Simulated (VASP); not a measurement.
Here is a VASP 6.6.1 calculation.

Contents of INCAR:

```
SYSTEM = P
PREC = Accurate
ENCUT = 520
EDIFF = 1E-6
ISMEAR = 0
SIGMA = 0.03
LREAL = .FALSE.
LASPH = .TRUE.
NELM = 60
ALGO = Normal
ISIF = 2
LWAVE = .FALSE.
LCHARG = .TRUE.
GGA = PE
LELF = .TRUE.
LVHAR = .TRUE.
NBANDS = 18
```

KPOINTS

```
regular mesh
0
G
  10 10 8
  0 0 0
```

The input POSCAR:

```
P
1.0
    1.6303879836     -5.5580769820      0.0000000000
    1.6303879836      5.5580769820      0.0000000000
    0.0000000000      0.0000000000      4.6945060001
P
4
Direct
    0.0940707809      0.9059292191      0.9137202394
    0.5940707809      0.4059292191      0.5862797606
    0.9059292191      0.0940707809      0.0862797606
    0.4059292191      0.5940707809      0.4137202394
```

Potentials or basis: VASP PAW PBE potentials, release 64 (P).

Run with:

```console
$ cat potpaw_PBE.64/P/POTCAR > POTCAR
$ mpirun -np 1 vasp_std > vasp.out
```

Task: Estimate the band gap on the k mesh.

Result: 0.33 eV (least direct gap 0.40 eV).

Task: Estimate the largest force.

Result: 0.468 eV/Å.

Task: Estimate the pressure.

Result: -0.1 GPa.

Forces on the atoms (eV/Å):
```
P    0.000 -0.138 -0.447
P    0.000 -0.138  0.447
P    0.000  0.138  0.447
P    0.000  0.138 -0.447
```

Caveat: the cell differs from its parent crystal (strain -0.015 along x and y, +0.030 along z); semilocal functionals underestimate gaps, and a narrow one can read as zero. A k mesh can miss the band edges.
